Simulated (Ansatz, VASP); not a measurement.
# One calculation of HgTe, two programs

File INCAR:

```
SYSTEM = HgTe
PREC = Accurate
ENCUT = 500
EDIFF = 1E-6
ISMEAR = -1
SIGMA = 0.001
LREAL = .False.
LASPH = .True.
NELM = 120
ALGO = Normal
ISIF = 2
LWAVE = .False.
LCHARG = .False.
GGA = PE
NBANDS = 16
GGA_COMPAT = .False.
```

KPOINTS

```
Automatic mesh
0
Gamma
  6 6 6
  0 0 0
```

Contents of POSCAR:

```
HgTe
1.0
    0.0000000000      3.2400000000      3.2400000000
    3.2400000000      0.0000000000      3.2400000000
    3.2400000000      3.2400000000      0.0000000000
Te Hg
1 1
Direct
    0.7500000000      0.7500000000      0.7500000000
    0.0000000000      0.0000000000      0.0000000000
```

Input for Ansatz:

```yaml
crystal:
  lattice:
    - [0.0, 3.24, 3.24]
    - [3.24, 0.0, 3.24]
    - [3.24, 3.24, 0.0]
  atoms:
    - { symbol: Te, position: [0.75, 0.75, 0.75] }
    - { symbol: Hg, position: [0.0, 0.0, 0.0] }
hamiltonian:
  xc: pbe
  pseudopotentials: { kind: paw }
basis:
  ecutwfc: 420
kpoints:
  mp_grid: { grid: [6, 6, 6] }
scf:
  occupations: { method: fermi_dirac, width: 0.001 }
  lower_state_search: "off"
  algorithm: density_mixing
  max_iter: 60
  mixing: {}
output:
  forces: true
  stress: true
```

Alike in both runs: task single point; functional PBE; k mesh 6 × 6 × 6; occupations fermi-dirac, width 0.001 eV; no spin polarisation.

|  | VASP | Ansatz |
| --- | --- | --- |
| version | VASP 6.6.1 | Ansatz 0.2.0 |
| potentials or method | VASP PAW PBE potentials, release 64 (Te, Hg), cutoff 500 eV | PAW, plane waves, scalar-relativistic |
| valence electrons in the cell | 18 | 36 |

VASP gave:

```
pressure (GPa) : 3.4
```

Problem. Which values does Ansatz return?

Solution. Pressure (GPa): 3.3.

The functional is the same, so the differences come from potentials, cutoffs and numerics. VASP's potentials hold 18 valence electrons a cell and Ansatz's 36, so a difference there can come from the potentials and not from the codes.

Spin-orbit coupling is off throughout.
